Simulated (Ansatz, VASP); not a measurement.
ScOF: VASP beside Ansatz

INCAR

```
SYSTEM = ScOF
PREC = Accurate
ENCUT = 520
EDIFF = 1E-6
ISMEAR = 0
SIGMA = 0.01
LREAL = .FALSE.
LASPH = .TRUE.
NELM = 100
ALGO = Normal
ISIF = 2
LWAVE = .FALSE.
LCHARG = .TRUE.
LELF = .TRUE.
LVHAR = .TRUE.
NBANDS = 33
```

Contents of KPOINTS:

```
Automatic mesh
0
G
  5 5 4
  0 0 0
```

The input POSCAR:

```
ScOF
1.0
    3.6275200000      0.0000000000      0.0000000000
    0.0000000000      3.6275200000      0.0000000000
    0.0000000000      0.0000000000      5.1722000000
Sc O F
2 2 2
Direct
    0.5000000000      0.0000000000      0.7058500000
    0.0000000000      0.5000000000      0.2941500000
    0.0000000000      0.0000000000      0.5000000000
    0.5000000000      0.5000000000      0.5000000000
    0.5000000000      0.5000000000      0.0000000000
    0.0000000000      0.0000000000      0.0000000000
```

Input for Ansatz:

```yaml
crystal:
  lattice:
    - [3.62752, 0.0, 0.0]
    - [0.0, 3.62752, 0.0]
    - [0.0, 0.0, 5.1722]
  atoms:
    - { symbol: Sc, position: [0.5, 0.0, 0.70585] }
    - { symbol: Sc, position: [0.0, 0.5, 0.29415] }
    - { symbol: O, position: [0.0, 0.0, 0.5] }
    - { symbol: O, position: [0.5, 0.5, 0.5] }
    - { symbol: F, position: [0.5, 0.5, 0.0] }
    - { symbol: F, position: [0.0, 0.0, 0.0] }
basis:
  ecutwfc: 450.0
kpoints:
  mp_grid:
    grid: [5, 5, 4]
hamiltonian:
  xc: lda
scf:
  n_extra_bands: 18
  occupations:
    method: fixed
output:
  dos:
    de: 0.1
    projected: true
```

Alike in both runs: task single point; functional LDA; k mesh 5 × 5 × 4; no spin polarisation.

```csv
,VASP,Ansatz
version,VASP 6.6.1,Ansatz 0.2.0
potentials or method,"VASP PAW LDA potentials, release 64 (Sc_sv, O, F), cutoff 520 eV","plane waves, PAW"
occupations,"gaussian, width 0.01 eV",fixed
valence electrons in the cell,48,48
```

Ansatz gave:

- gap on the k mesh at the Fermi level (eV): 4.26

Q: Estimate VASP's values.

A: gap on the k mesh at the Fermi level (eV): 4.24.

LDA's correlation is that of Perdew and Zunger in VASP and of Perdew and Wang (1992) in Ansatz.
